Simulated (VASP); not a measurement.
# MgO (zincblende type) (F-43m) in VASP: notebook

Runs on MgO (zincblende type). Level: LDA. Tasks: single point.

Program: VASP 6.6.1. These are calculated values, not measurements. Logs are shortened: lines on timing, memory, paths and dates and some standing lists are left out, and cuts for length are marked.

## Step 1: The cell of the first run

It takes space group F-43m (No. 216, cubic). Conventional cell: a = 4.330 Å, b = 4.330 Å, c = 4.330 Å, α = 90.00°, β = 90.00°, γ = 90.00°. Mg (site symmetry -43m) has 4 O at 1.87 Å within 2.5 Å. Within 2.5 Å of O (site symmetry -43m) lie 4 Mg at 1.87 Å.

## Step 2: Single point, LDA (volume scaled by 0.88)

Input file INCAR:

```
SYSTEM = MgO
ALGO     = Normal         ! electronic algorithm
EDIFF    = 1E-6           ! SCF threshold, eV
ENCUT    = 600            ! plane-wave cutoff, eV
GGA_COMPAT= .False.      
ISIF     = 2              ! what is computed and relaxed
ISMEAR   = -1             ! smearing method
LASPH    = .True.         ! aspherical terms in the spheres
LCHARG   = .False.        ! write CHGCAR
LREAL    = .False.        ! projectors in reciprocal space
LWAVE    = .False.        ! write WAVECAR
NBANDS   = 11             ! bands
NELM     = 120            ! most SCF steps
PREC     = Accurate       ! precision mode
SIGMA    = 0.05           ! smearing width, eV
```

Input file KPOINTS:

```
k-points
0
Gamma
  16 16 16
  0 0 0
```

Input file POSCAR:

```
MgO
1.0
    0.0000000000      2.1647719303      2.1647719303
    2.1647719303      0.0000000000      2.1647719303
    2.1647719303      2.1647719303      0.0000000000
Mg O
1 1
Direct
    0.0000000000      0.0000000000      0.0000000000
    0.2500000000      0.2500000000      0.2500000000
```

Potentials or basis: VASP PAW LDA potentials, release 64 (Mg, O).

The run is started by

```
cat potpaw_LDA.64/Mg/POTCAR potpaw_LDA.64/O/POTCAR > POTCAR
mpirun -np 1 vasp_std > vasp.out
```

OUTCAR:

```text
SYSTEM = MgO
   EDIFF = 1E-6
   ENCUT = 600
   ISIF = 2
   ISMEAR = -1
   LASPH = .True.
   LREAL = .False.
   NELM = 120
   PREC = Accurate

 ion  position               nearest neighbor table
   1  0.000  0.000  0.000-   2 1.87   2 1.87   2 1.87   2 1.87
   2  0.250  0.250  0.250-   1 1.87   1 1.87   1 1.87   1 1.87

  LATTYP: Found a face centered cubic cell.
 ALAT       =     4.3295438606

  Lattice vectors:

 A1 = (   0.0000000000,   2.1647719303,   2.1647719303)
 A2 = (   2.1647719303,   0.0000000000,   2.1647719303)
 A3 = (   2.1647719303,   2.1647719303,   0.0000000000)

Analysis of symmetry for initial positions (statically):
=====================================================================
 Subroutine PRICEL returns:
 Original cell was already a primitive cell.

 Routine SETGRP: Setting up the symmetry group for a
 face centered cubic supercell.

 Subroutine GETGRP returns: Found 24 space group operations
 (whereof 24 operations were pure point group operations)
 out of a pool of 48 trial point group operations.

The static configuration has the point symmetry T_d .

Analysis of symmetry for dynamics (positions and initial velocities):
=====================================================================
 Subroutine PRICEL returns:
 Original cell was already a primitive cell.

 Routine SETGRP: Setting up the symmetry group for a
 face centered cubic supercell.

 Subroutine GETGRP returns: Found 24 space group operations
 (whereof 24 operations were pure point group operations)
 out of a pool of 48 trial point group operations.

The dynamic configuration has the point symmetry T_d .

 Subroutine INISYM returns: Found 24 space group operations
 (whereof 24 operations are pure point group operations),
 and found     1 'primitive' translations

----------------------------------------------------------------------------------------

                                     Primitive cell

  volume of cell :      20.2893

  direct lattice vectors                    reciprocal lattice vectors
     0.000000000  2.164771930  2.164771930    -0.230971214  0.230971214  0.230971214
     2.164771930  0.000000000  2.164771930     0.230971214 -0.230971214  0.230971214
     2.164771930  2.164771930  0.000000000     0.230971214  0.230971214 -0.230971214

  length of vectors
     3.061449823  3.061449823  3.061449823     0.400053877  0.400053877  0.400053877

  position of ions in fractional coordinates (direct lattice)
     0.000000000  0.000000000  0.000000000
     0.250000000  0.250000000  0.250000000

  ion indices of the primitive-cell ions
   primitive index   ion index
                 1           1
                 2           2

[... 76 lines left out ...]
   NFREE  =      0    steps in history (QN), initial steepest desc. (CG)
   ISIF   =      2    stress and relaxation
   ISYM   =      2    0-nonsym 1-usesym 2-fastsym
   POTIM  = 0.5000    time-step for ionic-motion
   TEBEG  =    0.0;   TEEND  =   0.0 temperature during run
   PSTRESS=    0.0 pullay stress
   NELECT =       8.0000    total number of electrons
   NUPDOWN=      -1.0000    fix difference up-down
   EMIN   =  10.00;   EMAX   =-10.00  energy-range for DOS
   EFERMI =   0.00;   METHOD = LEGACY
   ISMEAR =    -1;   SIGMA  =   0.05  broadening in eV -4-tet -1-fermi 0-gaus
   EFERMI_NEDOS =   21; number of points for ismear=-14 and -15
   IALGO  =     38    algorithm
   IMIX   =      4    mixing-type and parameters
     AMIX     =   0.40;   BMIX     =  1.00
     AMIX_MAG =   1.60;   BMIX_MAG =  1.00
  volume/ion in A,a.u.               =      10.14        68.46
  Fermi-wavevector in a.u.,A,eV,Ry     =   1.200465  2.268549 19.607562  1.441115
  Thomas-Fermi vector in A             =   2.336300
   LORBIT       =      0    0 simple, 1 ext, 2 COOP (PROOUT), +10 PAW based schemes
   GGA     = CA    functional components
   LHFCALC =     F    Hartree Fock is set to
   AEXX    =    0.0000 exact exchange contribution
   IVDW    =     0    specifies the selected vdW correction
   LEPSILON=     F    determine dielectric tensor
   LRPA    =     F    only Hartree local field effects (RPA)
 non-spin polarized calculation
  energy-cutoff  :      600.00
  volume of cell :       20.29
 maximum number of plane-waves:       700
   NGX = 13   NGY = 13   NGZ = 13

 number of electron       7.9999996 magnetization

 Free energy of the ion-electron system (eV)
  ---------------------------------------------------
  ext. energy  EPLUGINS =         0.00000000
  ---------------------------------------------------
  free energy    TOTEN  =       -12.90930778 eV

  energy without entropy =      -12.90930778  energy(sigma->0) =      -12.90930778

 E-fermi :   2.4995     XC(G=0): -10.9600

 val. band max:        1.3528038653   @ k =  -0.0625   0.0625   0.0000
 cond. band min:       5.8722171107   @ k =   0.0000   0.0000   0.0000
 fundamental gap:      4.5194132453
 Fermi energy:         2.4994975870

 k-point     1 :       0.0000    0.0000    0.0000
  band No.  band energies     occupation
      1     -14.7639      2.00000
      2       1.3494      2.00000
      3       1.3494      2.00000
      4       1.3494      2.00000
      5       5.8722      0.00000
      6      19.6551      0.00000
      7      19.6551      0.00000
      8      19.6551      0.00000
      9      22.9232      0.00000
     10      22.9232      0.00000
     11      23.3457      0.00000
[... 309 lines left out ...]
 k-point    24 :      -0.0625    0.0625    0.0000
  band No.  band energies     occupation
      1     -14.6759      2.00000
      2       0.8369      2.00000
      3       1.2783      2.00000
      4       1.3528      2.00000
      5       6.4739      0.00000
      6      18.7567      0.00000
      7      19.3018      0.00000
      8      19.7800      0.00000
      9      20.8772      0.00000
     10      21.9383      0.00000
     11      23.8337      0.00000

 [... further k-points ...]
[... 5 lines left out ...]
  --------------------------------------------------------------------------------------
  -------------------------------------------------------------------------------------
  Total        2.6618539      2.6618539      2.6618539      0.0000000      0.0000000     -0.0000000
  in kB      210.1978919    210.1978919    210.1978919      0.0000000      0.0000000     -0.0000000
  external PRESSURE =     210.1978919 kB  Pullay stress =       0.0000000 kB

 VOLUME and BASIS-vectors are now :
 -----------------------------------------------------------------------------
  energy-cutoff  :      600.00
  volume of cell :       20.29
      direct lattice vectors                 reciprocal lattice vectors
     0.000000000  2.164771930  2.164771930    -0.230971214  0.230971214  0.230971214
     2.164771930  0.000000000  2.164771930     0.230971214 -0.230971214  0.230971214
     2.164771930  2.164771930  0.000000000     0.230971214  0.230971214 -0.230971214

 POSITION                                       TOTAL-FORCE (eV/Angst)
 -----------------------------------------------------------------------------------
      0.00000      0.00000      0.00000        -0.000000      0.000000     -0.000000
      1.08239      1.08239      1.08239         0.000000     -0.000000      0.000000
 -----------------------------------------------------------------------------------
    total drift:                                0.000000      0.000000      0.000000

  FREE ENERGIE OF THE ION-ELECTRON SYSTEM (eV)
  ---------------------------------------------------
  free  energy   TOTEN  =       -12.9093077797 eV

  energy  without entropy=      -12.9093077797  energy(sigma->0) =      -12.90930778
```

OSZICAR:

```text
N       E                     dE             d eps       ncg     rms          rms(c)
DAV:   1     0.165402438086E+02    0.16540E+02   -0.49539E+03  3534   0.720E+02
DAV:   2    -0.145437051393E+02   -0.31084E+02   -0.30260E+02  3693   0.149E+02
DAV:   3    -0.152386714067E+02   -0.69497E+00   -0.69457E+00  4013   0.198E+01
DAV:   4    -0.152406021879E+02   -0.19308E-02   -0.19308E-02  3529   0.116E+00
DAV:   5    -0.152406094626E+02   -0.72747E-05   -0.72747E-05  3841   0.661E-02    0.848E+00
DAV:   6    -0.129996305410E+02    0.22410E+01   -0.12749E+01  3544   0.193E+01    0.251E+00
DAV:   7    -0.129425347391E+02    0.57096E-01   -0.77443E-02  3547   0.253E+00    0.146E+00
DAV:   8    -0.129100941655E+02    0.32441E-01   -0.43189E-02  3631   0.211E+00    0.283E-01
DAV:   9    -0.129095821549E+02    0.51201E-03   -0.52817E-04  3692   0.168E-01    0.187E-01
DAV:  10    -0.129093111958E+02    0.27096E-03   -0.77230E-04  3556   0.229E-01    0.130E-02
DAV:  11    -0.129093077619E+02    0.34338E-05   -0.18086E-05  3682   0.228E-02    0.455E-03
DAV:  12    -0.129093077797E+02   -0.17778E-07   -0.32572E-07  2003   0.378E-03
   1 F= -.12909308E+02 E0= -.12909308E+02  d E =-.146749E-10
```

stdout:

```text
POSCAR found type information on POSCAR MgO
 POSCAR found :  2 types and       2 ions
 scaLAPACK will be used
 LDA part: xc-table for (Slater(with rela. corr.)+CA(PZ))
 , standard interpolation
 POSCAR, INCAR and KPOINTS ok, starting setup
 FFT: planning ... GRIDC
 FFT: planning ... GRID_SOFT
 FFT: planning ... GRID
 WAVECAR not read
 entering main loop
```

It took 19 s on 1 thread of Intel Xeon 6975P-C, shared host; peak memory 0.16 GiB.

Results:

```yaml
Free_energy: -12.9093 eV
Pressure: 21.0 GPa
Band_gap_on_the_k_mesh: 4.52 eV, indirect (the least direct gap lies 3.4 meV higher)
```

Levels at points of the mesh, in eV from the valence-band top:
```
           k point  band 2  band 3  band 4  band 5  band 6  band 7
(0.00, 0.00, 0.00)    0.00    0.00    0.00    4.52   18.30   18.30
(0.50, 0.00, 0.00)   -3.55   -0.19   -0.19    9.76   10.79   15.57
(0.50, 0.50, 0.00)   -2.95   -0.82   -0.82    6.43   12.19   16.25
```

 A k mesh can miss the band edges.

## Step 3: Single point, LDA (volume scaled by 0.88)

Input file INCAR:

```
ALGO     = Normal         # electronic algorithm
EDIFF    = 1E-6           # SCF threshold, eV
ENCUT    = 600            # plane-wave cutoff, eV
GGA_COMPAT= False        
ISIF     = 2              # what is computed and relaxed
ISMEAR   = -1             # smearing method
LASPH    = True           # aspherical terms in the spheres
LCHARG   = False          # write CHGCAR
LREAL    = False          # projectors in reciprocal space
LWAVE    = False          # write WAVECAR
NBANDS   = 11             # bands
NELM     = 120            # most SCF steps
PREC     = Accurate       # precision mode
SIGMA    = 0.05           # smearing width, eV
```

Input file KPOINTS:

```
k-points
0
Gamma
  16 16 16
```

POSCAR is that of step 2.

Potentials or basis: VASP PAW LDA potentials, release 64 (Mg, O).

The run is started by

```
cat potpaw_LDA.64/Mg/POTCAR potpaw_LDA.64/O/POTCAR > POTCAR
mpirun -np 1 vasp_std > vasp.out
```

Run time: 14 s. Hardware: 1 thread of Intel Xeon 6975P-C, shared host; peak memory 0.16 GiB.

Results (log left out):

```yaml
Free_energy: -12.9093 eV
Pressure: 21.0 GPa
Band_gap_on_the_k_mesh: 4.52 eV, indirect (the least direct gap lies 3.4 meV higher)
```

Levels at points of the mesh, in eV from the valence-band top:
| k point | band 1 | band 2 | band 3 | band 4 | band 5 | band 6 | band 7 | band 8 |
| --- | --- | --- | --- | --- | --- | --- | --- | --- |
| (0.00, 0.00, 0.00) | -16.12 | 0.00 | 0.00 | 0.00 | 4.52 | 18.30 | 18.30 | 18.30 |
| (0.50, 0.00, 0.00) | -15.14 | -3.55 | -0.19 | -0.19 | 9.76 | 10.79 | 15.57 | 15.57 |
| (0.50, 0.50, 0.00) | -14.85 | -2.95 | -0.82 | -0.82 | 6.43 | 12.19 | 16.25 | 18.35 |

 A k mesh can miss the band edges.

## Step 4: Single point, LDA (volume scaled by 0.94)

Input file INCAR:

```
SYSTEM = MgO
ALGO     = Normal         ! electronic algorithm
EDIFF    = 1E-6           ! SCF threshold, eV
ENCUT    = 600            ! plane-wave cutoff, eV
GGA      = CA             ! functional
GGA_COMPAT= .False.      
ISIF     = 2              ! what is computed and relaxed
ISMEAR   = -1             ! smearing method
LASPH    = .True.         ! aspherical terms in the spheres
LCHARG   = .False.        ! write CHGCAR
LREAL    = .False.        ! projectors in reciprocal space
LWAVE    = .False.        ! write WAVECAR
NBANDS   = 11             ! bands
NELM     = 120            ! most SCF steps
PREC     = Accurate       ! precision mode
SIGMA    = 0.05           ! smearing width, eV
```

Input file KPOINTS:

```
k-points
0
Gamma
  16 16 16
  0 0 0
```

Input file POSCAR:

```
MgO
1.0
    0.0000000000      2.2128936460      2.2128936460
    2.2128936460      0.0000000000      2.2128936460
    2.2128936460      2.2128936460      0.0000000000
Mg O
1 1
Direct
    0.0000000000      0.0000000000      0.0000000000
    0.2500000000      0.2500000000      0.2500000000
```

The run is started by

```
cat potpaw_LDA.64/Mg/POTCAR potpaw_LDA.64/O/POTCAR > POTCAR
mpirun -np 1 vasp_std > vasp.out
```

Run time: 33 s. Hardware: 1 thread of Intel Xeon 6975P-C, shared host; peak memory 0.17 GiB.

The run converged. Its results:

```yaml
Free_energy: -13.0358 eV
Pressure: 8.2 GPa
Band_gap_on_the_k_mesh: 4.10 eV, indirect (the least direct gap lies 2.1 meV higher)
```

Levels at points of the mesh, in eV from the valence-band top:
| k point | band 1 | band 2 | band 3 | band 4 | band 5 | band 6 | band 7 | band 8 | band 9 |
| --- | --- | --- | --- | --- | --- | --- | --- | --- | --- |
| (0.00, 0.00, 0.00) | -15.89 | 0.00 | 0.00 | 0.00 | 4.10 | 17.54 | 17.54 | 17.54 | 20.93 |
| (0.50, 0.00, 0.00) | -15.03 | -3.36 | -0.19 | -0.19 | 9.27 | 10.26 | 15.06 | 15.06 | 20.68 |
| (0.50, 0.50, 0.00) | -14.78 | -2.78 | -0.79 | -0.79 | 6.29 | 11.83 | 15.21 | 17.52 | 17.52 |

 A k mesh can miss the band edges.

## Step 5: Single point, LDA (volume scaled by 0.94)

Input file INCAR:

```
  PREC = Accurate
  ENCUT = 600
  EDIFF = 1E-6
  ISMEAR = -1
  SIGMA = 0.05
  LREAL = False
  LASPH = True
  NELM = 120
  ALGO = Normal
  ISIF = 2
  LWAVE = False
  LCHARG = False
  GGA = CA
  NBANDS = 11
  GGA_COMPAT = False
```

Input file KPOINTS:

```
Automatic mesh
0
Gamma
  16 16 16
```

POSCAR is that of step 4.

The run is started by

```
cat potpaw_LDA.64/Mg/POTCAR potpaw_LDA.64/O/POTCAR > POTCAR
mpirun -np 1 vasp_std > vasp.out
```

It took 33 s on 1 thread of Intel Xeon 6975P-C, shared host; peak memory 0.17 GiB.

Results (log left out):

| Quantity | Value |
| --- | --- |
| Free energy | -13.0358 eV |
| Pressure | 8.2 GPa |
| Band gap on the k mesh | 4.10 eV, indirect (the least direct gap lies 2.1 meV higher) |

Levels at points of the mesh, in eV from the valence-band top:
```csv
k point,band 1,band 2,band 3,band 4,band 5,band 6,band 7,band 8,band 9
"(0.00, 0.00, 0.00)",-15.89,0.00,0.00,0.00,4.10,17.54,17.54,17.54,20.93
"(0.50, 0.00, 0.00)",-15.03,-3.36,-0.19,-0.19,9.27,10.26,15.06,15.06,20.68
"(0.50, 0.50, 0.00)",-14.78,-2.78,-0.79,-0.79,6.29,11.83,15.21,17.52,17.52
```

 A k mesh can miss the band edges.
